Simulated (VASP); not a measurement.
# MnO (F-43m) in VASP: further runs, part 2 of 2

VASP 6.6.1. Earlier steps stand in the parts before.

### 3 Single point, PBE0, collinear spin, ferromagnetic start

This run uses another cell than the first one, of 14.46 Å³/atom.

The input, POSCAR:

```
MnO
1.0
    0.0000000000      2.4365134300      2.4365134300
    2.4365134300      0.0000000000      2.4365134300
    2.4365134300      2.4365134300      0.0000000000
Mn O
1 1
Direct
    0.0000000000      0.0000000000      0.0000000000
    0.2500000000      0.2500000000      0.2500000000
```

The input, INCAR.step1:

```
PREC = Accurate ; ENCUT = 520
EDIFF = 1E-5 ; ISMEAR = -1
SIGMA = 0.05 ; LREAL = False
LASPH = True ; NELM = 150
ALGO = Normal ; ISIF = 2
LWAVE = True ; LCHARG = False
ISPIN = 2 ; MAGMOM = 4 0
LORBIT = 11 ; LMAXMIX = 4
NBANDS = 20 ; GGA = PE
```

The input, INCAR.step2:

```
PREC = Accurate ; ENCUT = 520
EDIFF = 1E-6 ; ISMEAR = -1
SIGMA = 0.05 ; LREAL = False
LASPH = True ; NELM = 150
ALGO = Normal ; ISIF = 2
LWAVE = False ; LCHARG = False
ISPIN = 2 ; MAGMOM = 4 0
LORBIT = 11 ; LMAXMIX = 4
GGA = PE ; LHFCALC = True
AEXX = 0.25 ; PRECFOCK = Normal
NBANDS = 20 ; ISTART = 1
```

The input, KPOINTS:

```
Automatic mesh
0
Gamma
  5 5 5
```

Potentials or basis: VASP PAW PBE potentials, release 64 (Mn_pv, O).

Started as:

```console
$ cat potpaw_PBE.64/Mn_pv/POTCAR potpaw_PBE.64/O/POTCAR > POTCAR
$ cp INCAR.step1 INCAR
$ mpirun -np 1 vasp_std > vasp.out
$ cp INCAR.step2 INCAR
$ mpirun -np 1 vasp_std > vasp.out
```

It took 12 min on 1 thread of Intel Xeon 6975P-C (Granite Rapids), shared host; peak memory 0.18 GiB.

Results (log left out):

```
Free energy                                           : -25.3977 eV
Pressure                                              : -5.6 GPa
Band gap on the k mesh                                : 1.15 eV
Net moment                                            : 5.00 μB per cell
Site moments                                          : Mn +4.57; O +0.14 μB
Valence electrons inside the program's atomic spheres : Mn 11.32; O 5.03
```

Levels at points of the mesh, in eV from the valence-band top:
Spin up:
```tsv
k point	band 10	band 11	band 12	band 13	band 14	band 15
(0.00, 0.00, 0.00)	0.00	0.00	0.00	1.15	14.75	14.75
```
Spin down:
```
           k point  band 3  band 4  band 5  band 6  band 7  band 8  band 9  band 10  band 11  band 12
(0.00, 0.00, 0.00)  -46.85  -19.87   -3.77   -3.77   -3.77    2.42    6.01     6.01     7.75     7.75
```

Caveat: the k points lie up to 0.45 Å⁻¹ apart; the PAW data sets were made with another functional, which shifts forces and pressure a little; a cell with one magnetic atom can't hold antiferromagnetic order, which such compounds often take.

### 4 Single point, PBE-based screened hybrid with 25 % exact exchange, collinear spin, ferromagnetic start

This run uses another cell than the first one, of 14.46 Å³/atom.

POSCAR is that of step 3.

The input, INCAR.step1:

```
SYSTEM = MnO
ALGO     = Normal         ! electronic algorithm
EDIFF    = 1E-5           ! SCF threshold, eV
ENCUT    = 520            ! plane-wave cutoff, eV
GGA      = PE             ! functional
ISIF     = 2              ! what is computed and relaxed
ISMEAR   = -1             ! smearing method
ISPIN    = 2              ! spin polarisation
LASPH    = .True.         ! aspherical terms in the spheres
LCHARG   = .False.        ! write CHGCAR
LMAXMIX  = 4              ! l up to which the mixer works
LORBIT   = 11             ! projections on sites
LREAL    = .False.        ! projectors in reciprocal space
LWAVE    = .True.         ! write WAVECAR
MAGMOM   = 4 0            ! initial moments
NBANDS   = 20             ! bands
NELM     = 150            ! most SCF steps
PREC     = Accurate       ! precision mode
SIGMA    = 0.05           ! smearing width, eV
```

The input, INCAR.step2:

```
SYSTEM = MnO
AEXX     = 0.25           ! exact-exchange fraction
ALGO     = Normal         ! electronic algorithm
EDIFF    = 1E-6           ! SCF threshold, eV
ENCUT    = 520            ! plane-wave cutoff, eV
GGA      = PE             ! functional
HFSCREEN = 0.3            ! screening, 1/A
ISIF     = 2              ! what is computed and relaxed
ISMEAR   = -1             ! smearing method
ISPIN    = 2              ! spin polarisation
ISTART   = 1            
LASPH    = .True.         ! aspherical terms in the spheres
LCHARG   = .False.        ! write CHGCAR
LHFCALC  = .True.         ! exact exchange
LMAXMIX  = 4              ! l up to which the mixer works
LORBIT   = 11             ! projections on sites
LREAL    = .False.        ! projectors in reciprocal space
LWAVE    = .False.        ! write WAVECAR
MAGMOM   = 4 0            ! initial moments
NBANDS   = 20             ! bands
NELM     = 150            ! most SCF steps
PREC     = Accurate       ! precision mode
PRECFOCK = Normal       
SIGMA    = 0.05           ! smearing width, eV
```

The input, KPOINTS:

```
k-points
0
Gamma
  5 5 5
  0 0 0
```

Started as:

```console
$ cat potpaw_PBE.64/Mn_pv/POTCAR potpaw_PBE.64/O/POTCAR > POTCAR
$ cp INCAR.step1 INCAR
$ mpirun -np 1 vasp_std > vasp.out
$ cp INCAR.step2 INCAR
$ mpirun -np 1 vasp_std > vasp.out
```

Run time: 22 min. Hardware: 1 thread of Intel Xeon Platinum 8488C (Sapphire Rapids), shared host; peak memory 0.28 GiB.

Results (log left out):

```yaml
Free_energy: -22.9591 eV
Pressure: -5.4 GPa
Band_gap_on_the_k_mesh: 0.17 eV
Net_moment: 5.00 μB per cell
Site_moments: Mn +4.56; O +0.14 μB
Valence_electrons_inside_the_program's_atomic_spheres: Mn 11.32; O 5.02
```

Levels at points of the mesh, in eV from the valence-band top:
Spin up:
```tsv
k point	band 9	band 10	band 11	band 12	band 13	band 14	band 15	band 16
(0.00, 0.00, 0.00)	-3.36	0.00	0.00	0.00	0.17	13.69	13.69	13.69
```
Spin down:
```tsv
k point	band 4	band 5	band 6	band 7	band 8	band 9	band 10	band 11
(0.00, 0.00, 0.00)	-19.82	-3.76	-3.76	-3.76	1.47	4.90	4.90	6.63
```

Caveat: the k points lie up to 0.45 Å⁻¹ apart; the PAW data sets were made with another functional, which shifts forces and pressure a little; a cell with one magnetic atom can't hold antiferromagnetic order, which such compounds often take.

### 5 Overview

```tsv
level	cell	screening parameter	gap on the mesh (eV)	pressure (GPa)	moment (μB)
PBE0	a = 3.384 Å, angles 60.0°, 2 atoms	-	1.04	0.5	5.00
PBE0	a = 3.446 Å, angles 60.0°, 2 atoms	-	1.15	-5.6	5.00
PBE-based screened hybrid with 25 % exact exchange	a = 3.446 Å, angles 60.0°, 2 atoms	0.3 1/Å	0.17	-5.4	5.00
```

Alike in all rows: task single point; potentials or basis VASP PAW PBE potentials, release 64 (Mn_pv, O); spin collinear, ferromagnetic start; k mesh 5 × 5 × 5; cutoff (eV) 520; smearing fermi-dirac 0.05 eV.

Caveats: all runs use coarse meshes; the PAW data sets were made with another functional, which shifts forces and pressure a little; a cell with one magnetic atom can't hold antiferromagnetic order, which such compounds often take.

Absolute energies hang on the potentials; compare differences alone.
